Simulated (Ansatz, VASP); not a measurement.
# Two plane-wave programs on CuO

```
Cu O
1.0
     0.00000    2.12128    2.12128
     2.12128    0.00000    2.12128
     2.12128    2.12128    0.00000
Cu O
1 1
Direct
  0.00000 0.00000 0.00000
  0.50000 0.50000 0.50000
```

Alike in both runs: task relaxation of cell and atoms; functional PBE; k mesh 22 × 22 × 22; occupations gaussian, width 0.1 eV; no spin polarisation.

|  | VASP | Ansatz |
| --- | --- | --- |
| version | VASP 6.6.1 | Ansatz 0.2.0 |
| potentials or method | VASP PAW PBE potentials, release 64 (Cu, O), cutoff 600 eV | scalar-relativistic, plane waves, PAW |
| valence electrons in the cell | 17 | 25 |

```tsv
	VASP	Ansatz	Ansatz less VASP
gap on the k mesh at the Fermi level, each at its own relaxed structure (eV)	none	none	-
relaxed volume (Å³/atom)	9.56	9.56	-0.006
relaxed cell length with the largest relative difference (Å)	3.002	3.001	-0.0006
```

A gap of «none» marks a metal or a gap that the smearing closes. VASP's potentials hold 17 valence electrons a cell and Ansatz's 25, so a difference there can come from the potentials and not from the codes.
